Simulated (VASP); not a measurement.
# CuO2 (Fm-3m) in VASP: single point with r2SCAN+U

Aim: the single point of CuO2 with r2SCAN+U.

All numbers are computed with VASP 6.6.1; they aren't measurements. Logs are shortened: lines on timing, memory, paths and dates and some standing lists are left out, and cuts for length are marked.

### Step 1. The cell of the first run

The structure is cubic, space group Fm-3m (No. 225). The conventional cell has a = 4.853 Å, b = 4.853 Å, c = 4.853 Å, α = 90.00°, β = 90.00°, γ = 90.00°. Cu (site symmetry m-3m) has 8 O at 2.10 Å within 2.8 Å. Within 2.8 Å of O (site symmetry -43m) lie 4 Cu at 2.10 Å and 6 O at 2.43 Å.

### Step 2. Single point, r2SCAN+U, collinear spin

Contents of POSCAR:

```
CuO2
1.0
    0.0000000000      2.4267396455      2.4267396455
    2.4267396455      0.0000000000      2.4267396455
    2.4267396455      2.4267396455      0.0000000000
Cu O
1 2
Direct
    0.0000000000      0.0000000000      0.0000000000
    0.2500000000      0.2500000000      0.2500000000
    0.7500000000      0.7500000000      0.7500000000
```

Contents of INCAR.step1:

```
SYSTEM = CuO2
PREC = Accurate ; ENCUT = 660
ISMEAR = -1 ; SIGMA = 0.05
LREAL = .FALSE. ; LASPH = .TRUE.
NELM = 200 ; ISPIN = 2
MAGMOM = 1 0 0 ; LMAXMIX = 4
LDAU = .TRUE. ; LDAUTYPE = 2
LDAUL = 2 -1 ; LDAUU = 4 0
LDAUJ = 0 0 ; NBANDS = 22
GGA = PE ; ALGO = Normal
EDIFF = 1E-5 ; LWAVE = .TRUE.
LCHARG = .FALSE. ; GGA_COMPAT = .FALSE.
```

Contents of INCAR.step2:

```
SYSTEM = CuO2
PREC = Accurate ; ENCUT = 660
EDIFF = 1E-6 ; ISMEAR = -1
SIGMA = 0.05 ; LREAL = .FALSE.
LASPH = .TRUE. ; NELM = 200
ALGO = Normal ; ISIF = 2
LWAVE = .FALSE. ; LCHARG = .FALSE.
ISPIN = 2 ; MAGMOM = 1 0 0
LORBIT = 11 ; LMAXMIX = 4
LDAU = .TRUE. ; LDAUTYPE = 2
LDAUL = 2 -1 ; LDAUU = 4 0
LDAUJ = 0 0 ; LDAUPRINT = 1
METAGGA = R2SCAN ; LMIXTAU = .TRUE.
NBANDS = 22 ; ISTART = 1
GGA_COMPAT = .FALSE.
```

Contents of KPOINTS:

```
regular mesh
0
G
  14 14 14
  0 0 0
```

Potentials or basis: VASP PAW PBE potentials, release 64 (Cu, O).

On the command line:

```console
$ cat potpaw_PBE.64/Cu/POTCAR potpaw_PBE.64/O/POTCAR > POTCAR
$ cp INCAR.step1 INCAR
$ mpirun -np 1 vasp_std > vasp.out
$ cp INCAR.step2 INCAR
$ mpirun -np 1 vasp_std > vasp.out
```

OUTCAR:

```text
SYSTEM = CuO2
   PREC = Accurate
   ENCUT = 660
   EDIFF = 1E-6
   ISMEAR = -1
   LREAL = .FALSE.
   LASPH = .TRUE.
   NELM = 200
   ISIF = 2
   ISPIN = 2
   LORBIT = 11
   METAGGA = R2SCAN
   ISTART = 1

 ion  position               nearest neighbor table
   1  0.000  0.000  0.000-   3 2.10   3 2.10   3 2.10   2 2.10   3 2.10   2 2.10   2 2.10   2 2.10

   2  0.250  0.250  0.250-   1 2.10   1 2.10   1 2.10   1 2.10
   3  0.750  0.750  0.750-   1 2.10   1 2.10   1 2.10   1 2.10

  LATTYP: Found a face centered cubic cell.
 ALAT       =     4.8534792910

  Lattice vectors:

 A1 = (   0.0000000000,   2.4267396455,   2.4267396455)
 A2 = (   2.4267396455,   0.0000000000,   2.4267396455)
 A3 = (   2.4267396455,   2.4267396455,   0.0000000000)

Analysis of symmetry for initial positions (statically):
=====================================================================
 Subroutine PRICEL returns:
 Original cell was already a primitive cell.

 Routine SETGRP: Setting up the symmetry group for a
 face centered cubic supercell.

 Subroutine GETGRP returns: Found 48 space group operations
 (whereof 48 operations were pure point group operations)
 out of a pool of 48 trial point group operations.

The static configuration has the point symmetry O_h .

Analysis of symmetry for dynamics (positions and initial velocities):
=====================================================================
 Subroutine PRICEL returns:
 Original cell was already a primitive cell.

 Routine SETGRP: Setting up the symmetry group for a
 face centered cubic supercell.

 Subroutine GETGRP returns: Found 48 space group operations
 (whereof 48 operations were pure point group operations)
 out of a pool of 48 trial point group operations.

The dynamic configuration has the point symmetry O_h .

Analysis of structural, dynamic, and magnetic symmetry:
[... 178 lines left out ...]
  o =  0.7359  v =  0.0000  0.0000  0.0000  0.0000  0.0000  0.0000 -0.4521  0.0000  0.8920 -0.0000      0.0000  0.0000  0.0000  0.0000  0.0000  0.0000  0.0000  0.0000  0.0000  0.0000
  o =  0.7359  v =  0.0000  0.0000  0.0000  0.0000  0.0000  0.0000  0.8920  0.0000  0.4521  0.0000      0.0000  0.0000  0.0000  0.0000  0.0000  0.0000  0.0000  0.0000  0.0000  0.0000
  o =  0.9656  v =  0.0000  0.0000  0.0000  0.0000  0.0000  0.0000  0.0000  0.7652 -0.0000  0.6438      0.0000  0.0000  0.0000  0.0000  0.0000  0.0000  0.0000  0.0000  0.0000  0.0000
  o =  0.9656  v =  0.0000  0.0000  0.0000  0.0000  0.0000  0.0000  0.0000  0.6438 -0.0000 -0.7652      0.0000  0.0000  0.0000  0.0000  0.0000  0.0000  0.0000  0.0000  0.0000  0.0000
  o =  0.9769  v =  0.0000  0.0000 -0.3734  0.0000  0.9277  0.0000  0.0000  0.0000  0.0000  0.0000      0.0000  0.0000  0.0000  0.0000  0.0000  0.0000  0.0000  0.0000  0.0000  0.0000
  o =  0.9769  v =  0.0000 -0.0000 -0.9277  0.0000 -0.3734  0.0000  0.0000  0.0000  0.0000  0.0000      0.0000  0.0000  0.0000  0.0000  0.0000  0.0000  0.0000  0.0000  0.0000  0.0000
  o =  1.0041  v =  0.0000  0.7453 -0.0000  0.6667 -0.0000  0.0000  0.0000  0.0000  0.0000  0.0000      0.0000  0.0000  0.0000  0.0000  0.0000  0.0000  0.0000  0.0000  0.0000  0.0000
  o =  1.0041  v =  1.0000  0.0000  0.0000  0.0000  0.0000  0.0000  0.0000  0.0000  0.0000  0.0000      0.0000  0.0000  0.0000  0.0000  0.0000  0.0000  0.0000  0.0000  0.0000  0.0000
  o =  1.0041  v =  0.0000  0.6667 -0.0000 -0.7453 -0.0000  0.0000  0.0000  0.0000  0.0000  0.0000      0.0000  0.0000  0.0000  0.0000  0.0000  0.0000  0.0000  0.0000  0.0000  0.0000

 number of electron      23.0000008 magnetization       2.9998819

 Free energy of the ion-electron system (eV)
  ---------------------------------------------------
  ext. energy  EPLUGINS =         0.00000000
  ---------------------------------------------------
  free energy    TOTEN  =       -21.30286955 eV

  energy without entropy =      -21.29598410  energy(sigma->0) =      -21.29942682

 E-fermi :   3.2364     XC(G=0): -12.4884

 val. band max:        3.2253780167   @ k =  -0.2857   0.3571   0.0714
 cond. band min:       3.2508518249   @ k =  -0.2857   0.2857   0.0714
 fundamental gap:      0.0254738082
 Fermi energy:         3.2363753428

 spin component 1

 k-point     1 :       0.0000    0.0000    0.0000
  band No.  band energies     occupation
      1     -17.9609      1.00000
      2     -14.4955      1.00000
      3      -3.5500      1.00000
      4      -3.5500      1.00000
      5      -3.5500      1.00000
      6      -0.6847      1.00000
[... 1193 lines left out ...]
     21      30.8425      0.00000
     22      31.1755      0.00000

 [... further k-points ...]
[... 5 lines left out ...]
  --------------------------------------------------------------------------------------
  -------------------------------------------------------------------------------------
  Total       -0.7129818     -0.7129818     -0.7129818     -0.0000000     -0.0000000     -0.0000000
  in kB      -39.9658903    -39.9658903    -39.9658903     -0.0000000     -0.0000000     -0.0000000
  external PRESSURE =     -39.9658903 kB  Pullay stress =       0.0000000 kB

 VOLUME and BASIS-vectors are now :
 -----------------------------------------------------------------------------
  energy-cutoff  :      660.00
  volume of cell :       28.58
      direct lattice vectors                 reciprocal lattice vectors
     0.000000000  2.426739646  2.426739646    -0.206037760  0.206037760  0.206037760
     2.426739646  0.000000000  2.426739646     0.206037760 -0.206037760  0.206037760
     2.426739646  2.426739646  0.000000000     0.206037760  0.206037760 -0.206037760

 POSITION                                       TOTAL-FORCE (eV/Angst)
 -----------------------------------------------------------------------------------
      0.00000      0.00000      0.00000        -0.000000     -0.000000     -0.000000
      1.21337      1.21337      1.21337        -0.000000     -0.000000     -0.000000
      3.64011      3.64011      3.64011         0.000000      0.000000      0.000000
 -----------------------------------------------------------------------------------
    total drift:                                0.000000     -0.000000     -0.000000

  FREE ENERGIE OF THE ION-ELECTRON SYSTEM (eV)
  ---------------------------------------------------
  free  energy   TOTEN  =       -21.3028695452 eV

  energy  without entropy=      -21.2959840954  energy(sigma->0) =      -21.29942682

 total charge

# of ion       s       p       d       tot
------------------------------------------
    1        0.316   0.385   9.087   9.787
    2        1.603   3.238   0.000   4.840
    3        1.603   3.238   0.000   4.840
--------------------------------------------------
tot          3.522   6.860   9.087  19.468

 magnetization (x)

# of ion       s       p       d       tot
------------------------------------------
    1       -0.044  -0.033   0.828   0.751
    2        0.022   0.994   0.000   1.016
    3        0.022   0.994   0.000   1.016
--------------------------------------------------
tot          0.000   1.955   0.828   2.784
```

Run time: 19 min. Hardware: 1 thread of Oxide Virtual Turin-like, shared host; peak memory 0.26 GiB.

Results:

- Free energy: -21.3029 eV
- Pressure: -4.0 GPa
- Band gap on the k mesh: zero (filled and empty bands overlap)
- Net moment: 3.00 μB per cell
- Site moments: Cu +0.75; O +1.02 μB
- Valence electrons inside the program's atomic spheres: Cu 9.79; O 4.84

Eigenvalues of the final occupation matrices:
```csv
site,spin,trace,eigenvalues
site 1 d,1,4.97,0.98 0.98 1.00 1.00 1.00
site 1 d,2,4.14,0.74 0.74 0.74 0.97 0.97
```

Caveat: the cell stands under tension; the PAW data sets were made with another functional, which shifts forces and pressure a little; a cell with one magnetic atom can't hold antiferromagnetic order, which such compounds often take.

The gap in the log of VASP goes by the Fermi energy; the results here count the filled bands.